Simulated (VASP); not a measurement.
# Cu16H (a cell with a defect) in VASP: a series of runs

Cu16H (a cell with a defect) is run at these levels: PBE; tasks: single point.

Everything below comes from runs of VASP 6.6.1. Logs are shortened: lines on timing, memory, paths and dates and some standing lists are left out, and cuts for length are marked.

### Step 1. The cell of the first run

The cell holds a defect, 17 atoms: a = 6.288 Å, b = 6.288 Å, c = 6.288 Å, α = 109.47°, β = 109.47°, γ = 109.47°.

### Step 2. Single point, PBE

Input file INCAR:

```
  ALGO = Normal
  EDIFF = 1E-7
  ENCUT = 520
  GGA = PE
  ISIF = 2
  ISMEAR = 1
  LASPH = T
  LCHARG = F
  LREAL = Auto
  LWAVE = F
  NBANDS = 102
  NELM = 60
  PREC = Accurate
  SIGMA = 0.1
```

Input file KPOINTS:

```
k-points
0
Gamma
  4 4 4
```

Input file POSCAR:

```
Cu16H
1.0
   -3.6303500600      3.6303500600      3.6303500600
    3.6303500600     -3.6303500600      3.6303500600
    3.6303500600      3.6303500600     -3.6303500600
Cu H
16 1
Direct
    0.0027556571      0.0079254065      0.0080884762
   -0.0012754968      0.2558918519      0.7541736898
    0.0145786217      0.4988114011      0.4991029708
   -0.0013983500      0.7539216480      0.2559860577
    0.2526862382      0.0078737586      0.7580467323
    0.2479886196      0.2496412150      0.5030458413
    0.2479339417      0.5029129340      0.2498095184
    0.2528006900      0.7579696047      0.0081479746
    0.4943933699      0.0034283195      0.5029716060
    0.5036127287      0.2590177213      0.2590578001
    0.4944509401      0.5028185904      0.0034185409
    0.5006535100      0.7539480917      0.7540807236
    0.7475617930      0.0034138581      0.2498118597
    0.7475448525      0.2496993362      0.0034637156
    0.7434984107      0.4985070228      0.7700862049
    0.7432803877      0.7701411582      0.4985772639
    0.8478420673      0.6036495004      0.6035179704
```

Potentials or basis: VASP PAW PBE potentials, release 64 (Cu, H).

The run is started by

```console
$ cat potpaw_PBE.64/Cu/POTCAR potpaw_PBE.64/H/POTCAR > POTCAR
$ mpirun -np 1 vasp_std > vasp.out
```

OUTCAR:

```text
EDIFF = 1E-7
   ENCUT = 520
   GGA = PE
   ISIF = 2
   ISMEAR = 1
   LASPH = T
   LREAL = Auto
   NELM = 60
   PREC = Accurate

 ion  position               nearest neighbor table
   1  0.003  0.008  0.008-   6 2.54   7 2.54  13 2.55  14 2.55   5 2.57   8 2.57  10 2.57   2 2.58
                             4 2.58  12 2.58  15 2.62  16 2.62
   2  0.999  0.256  0.754-  16 2.50   7 2.54  11 2.55  15 2.56   3 2.56   6 2.57  14 2.57   1 2.58
                             5 2.58   8 2.58   9 2.59  13 2.59
   3  0.015  0.499  0.499-  17 1.61   6 2.48   7 2.48  12 2.50  13 2.55  14 2.55   2 2.56   4 2.56
                             8 2.62   5 2.62  10 2.63  15 2.78  16 2.79
   4  0.999  0.754  0.256-  15 2.50   6 2.55   9 2.55  16 2.56   3 2.56   7 2.57  13 2.57   1 2.58
                             8 2.58   5 2.58  11 2.59  14 2.59
   5  0.253  0.008  0.758-  14 2.54  11 2.54   6 2.55   9 2.55   1 2.57   8 2.57  10 2.57  12 2.58
                             2 2.58   4 2.58   3 2.62  16 2.62
   6  0.248  0.250  0.503-   3 2.48   9 2.53   1 2.54   4 2.55  15 2.55   5 2.55  10 2.57  11 2.57
                             2 2.57  13 2.57  12 2.59   7 2.60
   7  0.248  0.503  0.250-   3 2.48  11 2.53   1 2.54   2 2.54  16 2.55   8 2.55  10 2.57   4 2.57
                            14 2.57   9 2.57  12 2.59   6 2.60
   8  0.253  0.758  0.008-  13 2.54   9 2.54   7 2.55  11 2.55   1 2.57   5 2.57  10 2.57  12 2.58
                             4 2.58   2 2.58   3 2.62  15 2.62
   9  0.494  0.003  0.503-  16 2.48   6 2.53   8 2.54  15 2.54   4 2.55   5 2.55  10 2.56  14 2.57
                             7 2.57  12 2.57   2 2.59  13 2.60
  10  0.504  0.259  0.259-  11 2.56   9 2.56  14 2.57  13 2.57   7 2.57   6 2.57   1 2.57   5 2.57
                             8 2.57   3 2.63  15 2.63  16 2.63
  11  0.494  0.503  0.003-  15 2.48   7 2.53   5 2.54  16 2.55   2 2.55   8 2.55  10 2.56   6 2.57
                            12 2.57  13 2.57   4 2.59  14 2.60
  12  0.501  0.754  0.754-   3 2.50  13 2.55  14 2.55  16 2.56  15 2.56  11 2.57   9 2.57   5 2.58
                             8 2.58   1 2.58   7 2.59   6 2.59
  13  0.748  0.003  0.250-  16 2.48  14 2.53   8 2.54  12 2.55   3 2.55   1 2.55  10 2.57   6 2.57
                             4 2.57  11 2.57   2 2.59   9 2.60
  14  0.748  0.250  0.003-  15 2.48  13 2.53   5 2.54  12 2.55   3 2.55   1 2.55  10 2.57   7 2.57
                             2 2.57   9 2.57   4 2.59  11 2.60
  15  0.743  0.499  0.770-  17 1.61  14 2.48  11 2.48   4 2.50   9 2.54   6 2.55   2 2.56  12 2.56
                             8 2.62   1 2.62  10 2.63   3 2.78  16 2.79
  16  0.743  0.770  0.499-  17 1.61  13 2.48   9 2.48   2 2.50  11 2.55   7 2.55   4 2.56  12 2.56
                             5 2.62   1 2.62  10 2.63   3 2.79  15 2.79
  17  0.848  0.604  0.604-  16 1.61  15 1.61   3 1.61

  LATTYP: Found a body centered cubic cell.
 ALAT       =     7.2607001200

  Lattice vectors:

 A1 = (  -3.6303500600,   3.6303500600,   3.6303500600)
 A2 = (   3.6303500600,  -3.6303500600,   3.6303500600)
 A3 = (   3.6303500600,   3.6303500600,  -3.6303500600)

Analysis of symmetry for initial positions (statically):
=====================================================================
 Subroutine PRICEL returns:
 Original cell was already a primitive cell.

 Routine SETGRP: Setting up the symmetry group for a
 body centered cubic supercell.

 Subroutine GETGRP returns: Found  1 space group operations
 (whereof  1 operations were pure point group operations)
 out of a pool of 48 trial point group operations.

The static configuration has the point symmetry C_1 .

Analysis of symmetry for dynamics (positions and initial velocities):
=====================================================================
 Subroutine PRICEL returns:
 Original cell was already a primitive cell.

 Routine SETGRP: Setting up the symmetry group for a
 body centered cubic supercell.

 Subroutine GETGRP returns: Found  1 space group operations
 (whereof  1 operations were pure point group operations)
 out of a pool of 48 trial point group operations.

The dynamic configuration has the point symmetry C_1 .

 Subroutine INISYM returns: Found  1 space group operations
 (whereof  1 operations are pure point group operations),
 and found     1 'primitive' translations

----------------------------------------------------------------------------------------

                                     Primitive cell

  volume of cell :     191.3839

  direct lattice vectors                    reciprocal lattice vectors
    -3.630350060  3.630350060  3.630350060     0.000000000  0.137727765  0.137727765
     3.630350060 -3.630350060  3.630350060     0.137727765  0.000000000  0.137727765
     3.630350060  3.630350060 -3.630350060     0.137727765  0.137727765  0.000000000

  length of vectors
[... 56 lines left out ...]
  Length of vectors
     0.048694118  0.048694118  0.048694118

  Shift w.r.t. Gamma in fractional coordinates (k-lattice)
     0.000000000  0.000000000  0.000000000

 Subroutine IBZKPT returns following result:
 ===========================================

 Found     36 irreducible k-points:

 Following reciprocal coordinates:
            Coordinates               Weight
  0.000000  0.000000  0.000000      1.000000
  0.250000  0.000000  0.000000      2.000000
  0.000000  0.250000  0.000000      2.000000
  0.000000  0.000000  0.250000      2.000000
  0.250000  0.000000 -0.250000      2.000000
  0.250000 -0.250000  0.000000      2.000000
[... 16 lines left out ...]
  0.000000  0.500000 -0.250000      2.000000
 -0.250000  0.500000 -0.250000      2.000000
 [... further k-points ...]
   k-points           NKPTS =     36   k-points in BZ     NKDIM =     36   number of bands    NBANDS=    102
   number of dos      NEDOS =    301   number of ions     NIONS =     17
   total plane-waves  NPLWV = 110592
   dimension x,y,z NGX =    48 NGY =   48 NGZ =   48
   dimension x,y,z NGXF=    96 NGYF=   96 NGZF=   96
   ions per type =              16   1
   NGX,Y,Z   is equivalent  to a cutoff of  12.69, 12.69, 12.69 a.u.
   NGXF,Y,Z  is equivalent  to a cutoff of  25.38, 25.38, 25.38 a.u.
 SYSTEM =  unknown system
   PREC   = accura    normal or accurate (medium, high low for compatibility)
   ISTART =      0    job   : 0-new  1-cont  2-samecut
   ICHARG =      2    charge: 1-file 2-atom 10-const
   ISPIN  =      1    spin polarized calculation?
   LNONCOLLINEAR =      F non collinear calculations
   LSORBIT =      F    spin-orbit coupling
   LASPH  =      T    aspherical Exc in radial PAW
   ENCUT  =  520.0 eV  38.22 Ry    6.18 a.u.  11.69 11.69 11.69*2*pi/ulx,y,z
   NELM   =     60;   NELMIN=  2; NELMDL= -5     # of ELM steps
   EDIFF  = 0.1E-06   stopping-criterion for ELM
   LREAL  =      T    real-space projection
   EDIFFG = 0.1E-05   stopping-criterion for IOM
   NSW    =      0    number of steps for IOM
   IBRION =     -1    ionic relax: 0-MD 1-quasi-New 2-CG
   NFREE  =      0    steps in history (QN), initial steepest desc. (CG)
   ISIF   =      2    stress and relaxation
   ISYM   =      2    0-nonsym 1-usesym 2-fastsym
   POTIM  = 0.5000    time-step for ionic-motion
   TEBEG  =    0.0;   TEEND  =   0.0 temperature during run
   PSTRESS=    0.0 pullay stress
   NELECT =     177.0000    total number of electrons
   NUPDOWN=      -1.0000    fix difference up-down
   EMIN   =  10.00;   EMAX   =-10.00  energy-range for DOS
   EFERMI =   0.00;   METHOD = LEGACY
   ISMEAR =     1;   SIGMA  =   0.10  broadening in eV -4-tet -1-fermi 0-gaus
   EFERMI_NEDOS =   21; number of points for ismear=-14 and -15
   IALGO  =     38    algorithm
   IMIX   =      4    mixing-type and parameters
     AMIX     =   0.40;   BMIX     =  1.00
     AMIX_MAG =   1.60;   BMIX_MAG =  1.00
  volume/ion in A,a.u.               =      11.26        75.97
  Fermi-wavevector in a.u.,A,eV,Ry     =   1.595012  3.014137 34.614103  2.544065
  Thomas-Fermi vector in A             =   2.692997
   LORBIT       =      0    0 simple, 1 ext, 2 COOP (PROOUT), +10 PAW based schemes
   GGA     = PE    functional components
   LHFCALC =     F    Hartree Fock is set to
   AEXX    =    0.0000 exact exchange contribution
   IVDW    =     0    specifies the selected vdW correction
   LEPSILON=     F    determine dielectric tensor
   LRPA    =     F    only Hartree local field effects (RPA)
 non-spin polarized calculation
 Methfessel and Paxton  Order N= 1 SIGMA  =   0.10
  energy-cutoff  :      520.00
  volume of cell :      191.38
 maximum number of plane-waves:      5233
 NGX is ok and might be reduce to    48
   NGX = 23   NGY = 23   NGZ = 23

 number of electron     177.0000028 magnetization

 Free energy of the ion-electron system (eV)
  ---------------------------------------------------
  ext. energy  EPLUGINS =         0.00000000
  ---------------------------------------------------
  free energy    TOTEN  =       -62.24595545 eV

  energy without entropy =      -62.24714994  energy(sigma->0) =      -62.24635362

 E-fermi :   7.4688     XC(G=0): -12.7051

 val. band max:        7.4464969415   @ k =   0.5000  -0.2500   0.0000
 cond. band min:       7.5810888370   @ k =   0.2500   0.5000  -0.2500
 fundamental gap:      0.1345918955
 Fermi energy:         7.4687652600

 k-point     1 :       0.0000    0.0000    0.0000
  band No.  band energies     occupation
      1      -2.3144      2.00000
      2       0.1576      2.00000
      3       2.6178      2.00000
      4       2.6941      2.00000
      5       2.6944      2.00000
      6       2.7731      2.00000
[... 2461 lines left out ...]
     99      12.1775      0.00000
    100      12.9967      0.00000

 [... further k-points ...]

 [bands above 100 left out]

------------------------ aborting loop because EDIFF is reached ----------------------------------------

  FORCE on cell =-STRESS in cart. coord.  units (eV):
  Direction    XX          YY          ZZ          XY          YZ          ZX
  --------------------------------------------------------------------------------------
  -------------------------------------------------------------------------------------
  Total        4.5165604      4.5332185      4.5249974     -0.8068812     -0.8213948     -0.7967350
  in kB       37.8105419     37.9499958     37.8811722     -6.7548341     -6.8763351     -6.6698947
  external PRESSURE =      37.8805700 kB  Pullay stress =       0.0000000 kB

 VOLUME and BASIS-vectors are now :
 -----------------------------------------------------------------------------
  energy-cutoff  :      520.00
  volume of cell :      191.38
      direct lattice vectors                 reciprocal lattice vectors
    -3.630350060  3.630350060  3.630350060     0.000000000  0.137727765  0.137727765
     3.630350060 -3.630350060  3.630350060     0.137727765  0.000000000  0.137727765
     3.630350060  3.630350060 -3.630350060     0.137727765  0.137727765  0.000000000

 POSITION                                       TOTAL-FORCE (eV/Angst)
 -----------------------------------------------------------------------------------
      0.04813      0.01060      0.00941         0.001589     -0.002781     -0.002320
      0.04117      5.43466      1.81678        -0.002344      0.002537     -0.000873
      3.56985      0.05398      0.05187        -0.028097      0.008334      0.013034
      0.04104      1.81759      5.43295        -0.001786     -0.000376      0.003169
      1.86322      3.64073     -1.80605         0.001148     -0.001015      0.000894
      1.83223      1.82023     -0.01966         0.004706     -0.005887      0.001705
[... 9 lines left out ...]
      1.90752      1.71250      3.68424         0.008523     -0.013519      0.003906
      1.30448      3.07749      3.07844         0.004206      0.005899      0.004423
 -----------------------------------------------------------------------------------
    total drift:                               -0.003143      0.001487      0.001584

  FREE ENERGIE OF THE ION-ELECTRON SYSTEM (eV)
  ---------------------------------------------------
  free  energy   TOTEN  =       -62.2459554508 eV

  energy  without entropy=      -62.2471499435  energy(sigma->0) =      -62.24635362
```

Run time: 26 min. Hardware: 1 thread of Intel Xeon Platinum 8488C (Sapphire Rapids), shared host; peak memory 0.6 GiB.

Results:

* Free energy: -62.2460 eV
* Pressure: 3.8 GPa
* Largest force: 0.032 eV/Å
* Band gap on the k mesh: zero (an odd number of electrons rules out a gap without spin polarisation)

Forces in eV/Å, atoms in the order of the input:
```
Cu   0.002 -0.003 -0.002
Cu  -0.002  0.003 -0.001
Cu  -0.028  0.008  0.013
Cu  -0.002  0.000  0.003
Cu   0.001 -0.001  0.001
Cu   0.005 -0.006  0.002
Cu   0.004  0.002 -0.005
Cu   0.001  0.000 -0.001
Cu  -0.002  0.003 -0.004
Cu   0.000 -0.001 -0.002
Cu   0.000 -0.003  0.002
Cu   0.000 -0.002 -0.002
Cu  -0.002  0.001  0.003
Cu  -0.001  0.003  0.001
Cu   0.013  0.004 -0.016
Cu   0.009 -0.014  0.004
H    0.004  0.006  0.004
```

[end of part 1 of 2]

The gap in the log of VASP goes by the Fermi energy; the results here count the filled bands.